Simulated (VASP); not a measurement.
# Hg2Pb (P-3m1) in VASP: notebook

Hg2Pb is run at these levels: PBE; tasks: single point.

Everything below comes from runs of VASP 6.6.1. Logs are shortened: lines on timing, memory, paths and dates and some standing lists are left out, and cuts for length are marked.

## (1) The cell of the first run

Symmetry: P-3m1, No. 164, trigonal system. The conventional cell has a = 3.415 Å, b = 3.415 Å, c = 8.364 Å, α = 90.00°, β = 90.00°, γ = 120.00°. Within 4.5 Å of Hg (site symmetry 3m) lie 3 Pb at 3.41 Å and 9 Hg at 3.41 Å. Pb (site symmetry -3m) has 6 Hg at 3.41 Å and 6 Pb at 3.41 Å within 4.5 Å.

## (2) Single point, PBE

INCAR

```
SYSTEM = Hg2Pb
PREC = Accurate ; ENCUT = 520
EDIFF = 1E-6 ; ISMEAR = 0
SIGMA = 0.1 ; LREAL = .FALSE.
LASPH = .TRUE. ; NELM = 100
ALGO = Normal ; ISIF = 2
LWAVE = .FALSE. ; LCHARG = .FALSE.
GGA = PE ; NBANDS = 26
```

KPOINTS

```
Automatic mesh
0
G
  6 6 2
  0 0 0
```

POSCAR

```
Hg2Pb
1.0
    3.4146420400      0.0000000000      0.0000000000
   -1.7073210200      2.9571667500      0.0000000000
    0.0000000000      0.0000000000      8.3641306600
Hg Pb
2 1
Direct
    0.3333333300      0.6666666700      0.6666666700
    0.6666666700      0.3333333300      0.3333333300
    0.0000000000      0.0000000000      0.0000000000
```

Potentials or basis: VASP PAW PBE potentials, release 64 (Hg, Pb_d).

Started as:

```
cat potpaw_PBE.64/Hg/POTCAR potpaw_PBE.64/Pb_d/POTCAR > POTCAR
mpirun -np 1 vasp_std > vasp.out
```

OUTCAR:

```text
SYSTEM = Hg2Pb
   PREC = Accurate
   ENCUT = 520
   EDIFF = 1E-6
   ISMEAR = 0
   LREAL = .FALSE.
   LASPH = .TRUE.
   NELM = 100
   ISIF = 2
   GGA = PE

 ion  position               nearest neighbor table
   1  0.333  0.667  0.667-   3 3.41   3 3.41   3 3.41   2 3.41   2 3.41   2 3.41
   2  0.667  0.333  0.333-   3 3.41   3 3.41   3 3.41   1 3.41   1 3.41   1 3.41
   3  0.000  0.000  0.000-   1 3.41   2 3.41   1 3.41   2 3.41   2 3.41   1 3.41

  LATTYP: Found a hexagonal cell.
 ALAT       =     3.4146420400
 C/A-ratio  =     2.4494897451

  Lattice vectors:

 A1 = (   3.4146420400,   0.0000000000,   0.0000000000)
 A2 = (  -1.7073210200,   2.9571667500,   0.0000000000)
 A3 = (   0.0000000000,   0.0000000000,   8.3641306600)

Analysis of symmetry for initial positions (statically):
=====================================================================
 Subroutine PRICEL returns:
 Original cell was already a primitive cell.

 Routine SETGRP: Setting up the symmetry group for a
 hexagonal supercell.

 Subroutine GETGRP returns: Found 12 space group operations
 (whereof 12 operations were pure point group operations)
 out of a pool of 24 trial point group operations.

The static configuration has the point symmetry D_3d.

Analysis of symmetry for dynamics (positions and initial velocities):
=====================================================================
 Subroutine PRICEL returns:
 Original cell was already a primitive cell.

 Routine SETGRP: Setting up the symmetry group for a
 hexagonal supercell.

 Subroutine GETGRP returns: Found 12 space group operations
 (whereof 12 operations were pure point group operations)
 out of a pool of 24 trial point group operations.

The dynamic configuration has the point symmetry D_3d.

 Subroutine INISYM returns: Found 12 space group operations
 (whereof 12 operations are pure point group operations),
 and found     1 'primitive' translations

----------------------------------------------------------------------------------------

                                     Primitive cell

  volume of cell :      84.4582

  direct lattice vectors                    reciprocal lattice vectors
     3.414642040  0.000000000  0.000000000     0.292856466  0.169080759  0.000000000
    -1.707321020  2.957166750  0.000000000     0.000000000  0.338161519  0.000000000
     0.000000000  0.000000000  8.364130660     0.000000000  0.000000000  0.119558151

  length of vectors
     3.414642040  3.414642039  8.364130660     0.338161519  0.338161519  0.119558151

  position of ions in fractional coordinates (direct lattice)
     0.333333330  0.666666670  0.666666670
     0.666666670  0.333333330  0.333333330
     0.000000000  0.000000000  0.000000000

  ion indices of the primitive-cell ions
   primitive index   ion index
                 1           1
                 2           2
                 3           3

----------------------------------------------------------------------------------------

 KPOINTS: Automatic mesh

Automatic generation of k-mesh.
 Grid dimensions read from file:
 generate k-points for:    6    6    2

 Generating k-lattice:

  Cartesian coordinates                     Fractional coordinates (reciprocal lattice)
     0.048809411  0.028180127  0.000000000     0.166666667  0.000000000  0.000000000
     0.000000000  0.056360253  0.000000000     0.000000000  0.166666667  0.000000000
     0.000000000  0.000000000  0.059779076     0.000000000  0.000000000  0.500000000

  Length of vectors
     0.056360253  0.056360253  0.059779076

  Shift w.r.t. Gamma in fractional coordinates (k-lattice)
     0.000000000  0.000000000  0.000000000

 Subroutine IBZKPT returns following result:
 ===========================================

 Found     14 irreducible k-points:

 Following reciprocal coordinates:
            Coordinates               Weight
  0.000000  0.000000  0.000000      1.000000
  0.166667 -0.000000  0.000000      6.000000
  0.333333 -0.000000  0.000000      6.000000
  0.500000  0.000000  0.000000      3.000000
  0.166667  0.166667  0.000000      6.000000
  0.333333  0.166667  0.000000     12.000000
  0.333333  0.333333  0.000000      2.000000
  0.000000  0.000000  0.500000      1.000000
  0.166667 -0.000000  0.500000      6.000000
  0.333333 -0.000000  0.500000      6.000000
  0.500000  0.000000  0.500000      3.000000
  0.166667  0.166667  0.500000      6.000000
  0.333333  0.166667  0.500000     12.000000
  0.333333  0.333333  0.500000      2.000000
   k-points           NKPTS =     14   k-points in BZ     NKDIM =     14   number of bands    NBANDS=     26
   number of dos      NEDOS =    301   number of ions     NIONS =      3
   total plane-waves  NPLWV =  50176
   dimension x,y,z NGX =    28 NGY =   28 NGZ =   64
   dimension x,y,z NGXF=    56 NGYF=   56 NGZF=  128
   ions per type =               2   1
   NGX,Y,Z   is equivalent  to a cutoff of  13.63, 13.63, 12.72 a.u.
   NGXF,Y,Z  is equivalent  to a cutoff of  27.26, 27.26, 25.44 a.u.
 SYSTEM =  Hg2Pb
   PREC   = accura    normal or accurate (medium, high low for compatibility)
   ISTART =      0    job   : 0-new  1-cont  2-samecut
   ICHARG =      2    charge: 1-file 2-atom 10-const
   ISPIN  =      1    spin polarized calculation?
   LNONCOLLINEAR =      F non collinear calculations
   LSORBIT =      F    spin-orbit coupling
   LASPH  =      T    aspherical Exc in radial PAW
   ENCUT  =  520.0 eV  38.22 Ry    6.18 a.u.   6.35  6.35 15.55*2*pi/ulx,y,z
   NELM   =    100;   NELMIN=  2; NELMDL= -5     # of ELM steps
   EDIFF  = 0.1E-05   stopping-criterion for ELM
   LREAL  =      F    real-space projection
   EDIFFG = 0.1E-04   stopping-criterion for IOM
   NSW    =      0    number of steps for IOM
   IBRION =     -1    ionic relax: 0-MD 1-quasi-New 2-CG
   NFREE  =      0    steps in history (QN), initial steepest desc. (CG)
   ISIF   =      2    stress and relaxation
   ISYM   =      2    0-nonsym 1-usesym 2-fastsym
   POTIM  = 0.5000    time-step for ionic-motion
   TEBEG  =    0.0;   TEEND  =   0.0 temperature during run
   PSTRESS=    0.0 pullay stress
   NELECT =      38.0000    total number of electrons
   NUPDOWN=      -1.0000    fix difference up-down
   EMIN   =  10.00;   EMAX   =-10.00  energy-range for DOS
   EFERMI =   0.00;   METHOD = LEGACY
   ISMEAR =     0;   SIGMA  =   0.10  broadening in eV -4-tet -1-fermi 0-gaus
   EFERMI_NEDOS =   21; number of points for ismear=-14 and -15
   IALGO  =     38    algorithm
   IMIX   =      4    mixing-type and parameters
     AMIX     =   0.40;   BMIX     =  1.00
     AMIX_MAG =   1.60;   BMIX_MAG =  1.00
  volume/ion in A,a.u.               =      28.15       189.98
  Fermi-wavevector in a.u.,A,eV,Ry     =   1.254456  2.370578 21.410942  1.573660
  Thomas-Fermi vector in A             =   2.388260
   LORBIT       =      0    0 simple, 1 ext, 2 COOP (PROOUT), +10 PAW based schemes
   GGA     = PE    functional components
   LHFCALC =     F    Hartree Fock is set to
   AEXX    =    0.0000 exact exchange contribution
   IVDW    =     0    specifies the selected vdW correction
   LEPSILON=     F    determine dielectric tensor
   LRPA    =     F    only Hartree local field effects (RPA)
 non-spin polarized calculation
 Gauss-broadening in eV      SIGMA  =   0.10
  energy-cutoff  :      520.00
  volume of cell :       84.46
 maximum number of plane-waves:      2293
 NGX is ok and might be reduce to    28

 number of electron      37.9999997 magnetization

 Free energy of the ion-electron system (eV)
  ---------------------------------------------------
  ext. energy  EPLUGINS =         0.00000000
  ---------------------------------------------------
  free energy    TOTEN  =        -3.89994776 eV

  energy without entropy =       -3.89433500  energy(sigma->0) =       -3.89714138

 E-fermi :   3.9625     XC(G=0): -10.1471

 val. band max:        3.6758383930   @ k =   0.5000   0.0000   0.0000
 cond. band min:       3.9718171014   @ k =   0.3333  -0.0000   0.5000
 fundamental gap:      0.2959787084
 Fermi energy:         3.9625268726

 k-point     1 :       0.0000    0.0000    0.0000
  band No.  band energies     occupation
      1     -13.5210      2.00000
      2     -13.4412      2.00000
      3     -13.4412      2.00000
      4     -13.2813      2.00000
      5     -13.2813      2.00000
      6      -7.1559      2.00000
[... 18 lines left out ...]
     25      14.6445      0.00000
     26      14.7272      0.00000

 k-point     2 :       0.1667   -0.0000    0.0000
  band No.  band energies     occupation
      1     -13.4985      2.00000
      2     -13.4296      2.00000
      3     -13.3676      2.00000
      4     -13.3246      2.00000
      5     -13.2909      2.00000
      6      -6.6829      2.00000
[... 18 lines left out ...]
     25      12.9834      0.00000
     26      13.9920      0.00000

 k-point     3 :       0.3333   -0.0000    0.0000
  band No.  band energies     occupation
      1     -13.5462      2.00000
      2     -13.4087      2.00000
      3     -13.3215      2.00000
      4     -13.3102      2.00000
      5     -13.2165      2.00000
      6      -5.3331      2.00000
[... 18 lines left out ...]
     25      11.7529      0.00000
     26      12.2711      0.00000

 k-point     4 :       0.5000    0.0000    0.0000
  band No.  band energies     occupation
      1     -13.5752      2.00000
      2     -13.4495      2.00000
      3     -13.3197      2.00000
      4     -13.2659      2.00000
      5     -13.1389      2.00000
      6      -4.1479      2.00000
[... 18 lines left out ...]
     25      10.3216      0.00000
     26      11.3454      0.00000
[... 206 lines left out ...]
      1     -13.4576      2.00000
      2     -13.4299      2.00000
      3     -13.3798      2.00000
      4     -13.3135      2.00000
      5     -13.2504      2.00000
      6      -5.7472      2.00000
[... 18 lines left out ...]
     25      11.9082      0.00000
     26      11.9803      0.00000

 k-point    13 :       0.3333    0.1667    0.5000
  band No.  band energies     occupation
      1     -13.4847      2.00000
      2     -13.4278      2.00000
      3     -13.3419      2.00000
      4     -13.3084      2.00000
      5     -13.1909      2.00000
      6      -4.3330      2.00000
[... 18 lines left out ...]
     25       9.2790      0.00000
     26      11.0742      0.00000

 k-point    14 :       0.3333    0.3333    0.5000
  band No.  band energies     occupation
      1     -13.3978      2.00000
      2     -13.3978      2.00000
      3     -13.3131      2.00000
      4     -13.3131      2.00000
      5     -13.3101      2.00000
      6      -3.6974      2.00000
[... 18 lines left out ...]
     25       8.1432      0.00000
     26       9.1055      0.00000

------------------------ aborting loop because EDIFF is reached ----------------------------------------

  FORCE on cell =-STRESS in cart. coord.  units (eV):
  Direction    XX          YY          ZZ          XY          YZ          ZX
  --------------------------------------------------------------------------------------
  -------------------------------------------------------------------------------------
  Total        0.0638320      0.0638320      0.5361115     -0.0000000      0.0000000      0.0000000
  in kB        1.2108965      1.2108965     10.1700681     -0.0000000      0.0000000      0.0000000
  external PRESSURE =       4.1972870 kB  Pullay stress =       0.0000000 kB

 VOLUME and BASIS-vectors are now :
 -----------------------------------------------------------------------------
  energy-cutoff  :      520.00
  volume of cell :       84.46
      direct lattice vectors                 reciprocal lattice vectors
     3.414642040  0.000000000  0.000000000     0.292856466  0.169080759  0.000000000
    -1.707321020  2.957166750  0.000000000     0.000000000  0.338161519  0.000000000
     0.000000000  0.000000000  8.364130660     0.000000000  0.000000000  0.119558151

 POSITION                                       TOTAL-FORCE (eV/Angst)
 -----------------------------------------------------------------------------------
     -0.00000      1.97144      5.57609         0.000000      0.000000     -0.282330
      1.70732      0.98572      2.78804        -0.000000     -0.000000      0.282330
      0.00000      0.00000      0.00000        -0.000000      0.000000      0.000000
 -----------------------------------------------------------------------------------
    total drift:                                0.000000      0.000000      0.000000

  FREE ENERGIE OF THE ION-ELECTRON SYSTEM (eV)
  ---------------------------------------------------
  free  energy   TOTEN  =        -3.8999477573 eV

  energy  without entropy=       -3.8943350041  energy(sigma->0) =       -3.89714138
```

Wall time 38 s (1 thread of Intel Xeon 8259CL, shared host); peak memory 0.22 GiB.

What came out:

```yaml
Free_energy: -3.8999 eV
Pressure: 0.4 GPa
Largest_force: 0.282 eV/Å
Band_gap_on_the_k_mesh: zero (bands 19 and 20 overlap by 2.36 eV)
```

Forces in eV/Å, atoms in the order of the input:
```
Hg   0.000  0.000 -0.282
Hg   0.000  0.000  0.282
Pb   0.000  0.000  0.000
```

Caveat: the k points lie up to 0.38 Å⁻¹ apart, too coarse for converged energies and pressures of a metal; spin-orbit coupling is left out, which moves the levels of the heavy elements.

## (3) Single point, PBE

This run uses another cell than the first one: it holds 6 atoms, not 3.

INCAR

```
PREC     = Accurate       # precision mode
ENCUT    = 520            # plane-wave cutoff, eV
EDIFF    = 1E-6           # SCF threshold, eV
ISMEAR   = 0              # smearing method
SIGMA    = 0.2            # smearing width, eV
LREAL    = F              # projectors in reciprocal space
LASPH    = T              # aspherical terms in the spheres
NELM     = 80             # most SCF steps
ALGO     = Fast           # electronic algorithm
ISIF     = 2              # what is computed and relaxed
LWAVE    = F              # write WAVECAR
LCHARG   = F              # write CHGCAR
GGA      = PE             # functional
NBANDS   = 47             # bands
```

KPOINTS

```
regular mesh
0
Gamma
  6 4 4
```

POSCAR

```
Hg2Pb
1.0
    1.7501402620     -3.0313318542      0.0000000000
   -5.2504207861     -3.0313318542      0.0000000000
    0.0000000000      0.0000000000     -8.0433301147
Hg Pb
4 2
Direct
    0.5000000000      0.8333333333      0.3436283756
    0.0000000000      0.3333333333      0.3436283756
    0.0000000000      0.6666666667      0.6563716244
    0.5000000000      0.1666666667      0.6563716244
    0.0000000000      1.0000000000      0.0000000000
    0.5000000000      0.5000000000      0.0000000000
```

Potentials or basis: VASP PAW PBE potentials, release 64 (Hg, Pb_d).

Started as:

```
cat potpaw_PBE.64/Hg/POTCAR potpaw_PBE.64/Pb_d/POTCAR > POTCAR
mpirun -np 1 vasp_std > vasp.out
```

Run time: 8 min. Hardware: 1 thread of Intel Xeon 8259CL, shared host; peak memory 0.43 GiB.

The run converged. Its results:

```
Free energy            : -7.6086 eV
Pressure               : 0.1 GPa
Largest force          : 0.010 eV/Å
Band gap on the k mesh : zero (bands 38 and 39 overlap by 1.56 eV)
```

Forces on the atoms (eV/Å):
```
Hg   0.001  0.001 -0.010
Hg   0.001  0.001 -0.010
Hg  -0.001 -0.001  0.010
Hg  -0.001 -0.001  0.010
Pb   0.000  0.000  0.000
Pb   0.000  0.000  0.000
```

Stress tensor (GPa, compression positive):
```
-0.22 -0.11  0.11
-0.11 -0.10  0.07
 0.11  0.07  0.72
```

Levels at points of the mesh, in eV from the Fermi level:
```csv
k point,band 34,band 35,band 36,band 37,band 38,band 39,band 40,band 41,band 42,band 43
"(0.00, 0.00, 0.00)",-5.48,-3.74,-1.67,-1.61,-0.68,-0.18,2.00,2.16,3.21,5.06
"(0.50, 0.00, 0.00)",-3.37,-2.21,-2.21,-1.40,-1.40,-0.05,-0.05,1.61,1.61,2.51
"(0.00, 0.50, 0.00)",-5.26,-4.27,-4.27,0.67,0.67,2.26,2.26,3.64,3.64,4.49
"(0.50, 0.50, 0.00)",-3.73,-1.67,-1.67,-1.61,-1.61,-0.68,-0.68,-0.18,-0.18,3.21
"(0.00, 0.00, 0.50)",-3.58,-3.03,-2.69,-2.30,-2.25,1.24,1.59,2.63,3.40,3.81
"(0.50, 0.00, 0.50)",-3.71,-2.39,-2.39,-0.22,-0.22,-0.01,-0.01,0.90,0.90,1.94
"(0.00, 0.50, 0.50)",-6.10,-2.44,-2.44,-0.75,-0.75,1.09,1.09,3.95,3.95,4.61
"(0.50, 0.50, 0.50)",-3.58,-2.69,-2.69,-2.30,-2.30,1.24,1.24,1.59,1.59,2.63
```

Caveat: spin-orbit coupling is left out, which moves the levels of the heavy elements.

## (4) Single point, PBE

This run uses another cell than the first one, of 28.45 Å³/atom.

INCAR

```
SYSTEM = Hg2Pb
ALGO = Fast
EDIFF = 1E-7
ENCUT = 520
GGA = PE
ISIF = 2
ISMEAR = 0
LASPH = .True.
LCHARG = .False.
LREAL = .False.
LWAVE = .False.
NBANDS = 26
NELM = 60
PREC = Accurate
SIGMA = 0.1
```

KPOINTS

```
k-points
0
Gamma
  18 18 6
  0 0 0
```

POSCAR

```
Hg2Pb
1.0
    3.5002805240      0.0000000000      0.0000000000
   -1.7501402620      3.0313318542      0.0000000000
    0.0000000000      0.0000000000      8.0433301147
Hg Pb
2 1
Direct
    0.3333333333      0.6666666667      0.6563716244
    0.6666666667      0.3333333333      0.3436283756
    0.0000000000      0.0000000000      0.0000000000
```

Started as:

```
cat potpaw_PBE.64/Hg/POTCAR potpaw_PBE.64/Pb_d/POTCAR > POTCAR
mpirun -np 1 vasp_std > vasp.out
```

Wall time 10 min (1 thread of Intel Xeon 8259CL, shared host); peak memory 0.52 GiB.

Results (log left out):

```yaml
Free_energy: -3.8274 eV
Pressure: 0.1 GPa
Largest_force: 0.015 eV/Å
Band_gap_on_the_k_mesh: zero (bands 19 and 20 overlap by 3.26 eV)
```

Forces on the atoms (eV/Å):
```
Hg   0.000  0.000  0.015
Hg   0.000  0.000 -0.015
Pb   0.000  0.000  0.000
```

Levels at points of the mesh, in eV from the Fermi level:
```
           k point  band 16  band 17  band 18  band 19  band 20  band 21  band 22  band 23
(0.00, 0.00, 0.00)    -6.14    -6.14    -5.46     2.02     2.16     6.57     6.57     9.89
(0.50, 0.00, 0.00)    -5.95    -3.71    -1.66    -1.62    -0.66    -0.19     3.27     5.07
(0.00, 0.00, 0.50)    -6.13    -6.13    -3.03    -2.23     6.52     6.52     7.19     8.63
(0.50, 0.00, 0.50)    -6.02    -3.54    -2.71    -2.30     1.25     1.58     2.65     3.46
```

Caveat: spin-orbit coupling is left out, which moves the levels of the heavy elements.

## (5) Overview

| cell | k mesh | smearing | gap on the mesh (eV) | pressure (GPa) | largest force (eV/Å) |
| --- | --- | --- | --- | --- | --- |
| a = 3.415, b = 3.415, c = 8.364 Å, angles 90.0, 90.0, 120.0°, 3 atoms, atomic positions A | 6 × 6 × 2 | gaussian 0.1 eV | none | 0.4 | 0.28 |
| a = 3.500, b = 6.063, c = 8.043 Å, 6 atoms, atomic positions B | 6 × 4 × 4 | gaussian 0.2 eV | none | 0.1 | 0.01 |
| a = 3.500, b = 3.500, c = 8.043 Å, angles 90.0, 90.0, 120.0°, 3 atoms, atomic positions C | 18 × 18 × 6 | gaussian 0.1 eV | none | 0.1 | 0.02 |

Alike in all rows: task single point; level PBE; potentials or basis VASP PAW PBE potentials, release 64 (Hg, Pb_d); no spin polarisation; cutoff (eV) 520.

Caveats: some runs use coarse meshes; spin-orbit coupling is left out, which moves the levels of the heavy elements.

Total energies depend on the potentials used, so only differences within one code and one set of settings carry meaning.
